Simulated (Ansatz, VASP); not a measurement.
# Two plane-wave programs on MoS2

File INCAR:

```
ALGO = Normal
EDIFF = 1E-6
ENCUT = 500
GGA_COMPAT = False
ISIF = 2
ISMEAR = 0
ISPIN = 2
LASPH = True
LCHARG = False
LDAU = True
LDAUJ = 0 0
LDAUL = 2 -1
LDAUPRINT = 1
LDAUTYPE = 2
LDAUU = 2.5 0
LMAXMIX = 4
LORBIT = 11
LREAL = False
LWAVE = False
MAGMOM = 0 0 0 0 0 0
NBANDS = 39
NELM = 200
PREC = Accurate
SIGMA = 0.05
```

KPOINTS

```
k-points
0
Gamma
  8 8 2
```

POSCAR

```
MoS2
1.0
    3.1610015200      0.0000000000      0.0000000000
   -1.5805007600      2.7375076200      0.0000000000
    0.0000000000      0.0000000000     12.2949997000
Mo S
2 4
Direct
    0.3333333333      0.6666666667      0.2500000000
    0.6666666667      0.3333333333      0.7500000000
    0.3333333333      0.6666666667      0.6275000000
    0.6666666667      0.3333333333      0.1275000000
    0.3333333333      0.6666666667      0.8725000000
    0.6666666667      0.3333333333      0.3725000000
```

Input for Ansatz:

```yaml
crystal:
  lattice:
    - [3.16100152, 0.0, 0.0]
    - [-1.58050076, 2.73750762, 0.0]
    - [0.0, 0.0, 12.2949997]
  atoms:
    - { symbol: Mo, position: [0.3333333333, 0.6666666667, 0.25], spin: 1.0 }
    - { symbol: Mo, position: [0.6666666667, 0.3333333333, 0.75], spin: 1.0 }
    - { symbol: S, position: [0.3333333333, 0.6666666667, 0.6275] }
    - { symbol: S, position: [0.6666666667, 0.3333333333, 0.1275] }
    - { symbol: S, position: [0.3333333333, 0.6666666667, 0.8725] }
    - { symbol: S, position: [0.6666666667, 0.3333333333, 0.3725] }
basis:
  ecutwfc: 420
  ecutrho_ratio: 4
kpoints:
  mp_grid: { grid: [8, 8, 2] }
hamiltonian:
  xc: lda
  hubbard:
    sites: [{ site: 0, l: d, u_eff: 2.5 }, { site: 1, l: d, u_eff: 2.5 }]
scf:
  occupations: { method: gaussian, width: 0.05 }
  lower_state_search: "off"
  max_iter: 150
output:
  forces: true
  stress: true
  eigenvalues: true
  populations: true
  hubbard: { sites: [{ site: 0, l: d }, { site: 1, l: d }] }
magnetization:
  spin_polarized: true
  initial_magnetization: 2.0
  spin_locking: { lock_magnetization: soft, n_iters: 6 }
```

Alike in both runs: task single point; functional LDA; k mesh 8 × 8 × 2; occupations gaussian, width 0.05 eV; collinear spin; Hubbard terms Mo d U = 2.5 eV.

```csv
,VASP,Ansatz
version,VASP 6.6.1,Ansatz 0.2.0
potentials or method,"VASP PAW LDA potentials, release 64 (Mo_sv, S), cutoff 500 eV","scalar-relativistic, plane waves, PAW"
valence electrons in the cell,52,52
```

|  | VASP | Ansatz | Ansatz less VASP |
| --- | --- | --- | --- |
| gap on the k mesh at the Fermi level (eV) | 0.89 | 0.85 | -0.044 |
| least direct gap on the mesh (eV) | 1.90 | 1.84 | -0.062 |
| pressure (GPa) | 2.6 | 1.0 | -1.66 |
| traceless stress, the component that is largest in VASP (GPa) | 4.64 | 4.58 | -0.060 |
| rms of the force components (eV/Å) | 0.438 | 0.348 | -0.0896 |

LDA's correlation is that of Perdew and Zunger in VASP and of Perdew and Wang (1992) in Ansatz. The programs project onto different local orbitals, so the same U acts differently, and such runs can settle in different states. Atom by atom the forces differ by 0.090 eV/Å (rms over components). Ansatz's warnings: seeded moment not kept, stress scf threshold loose.
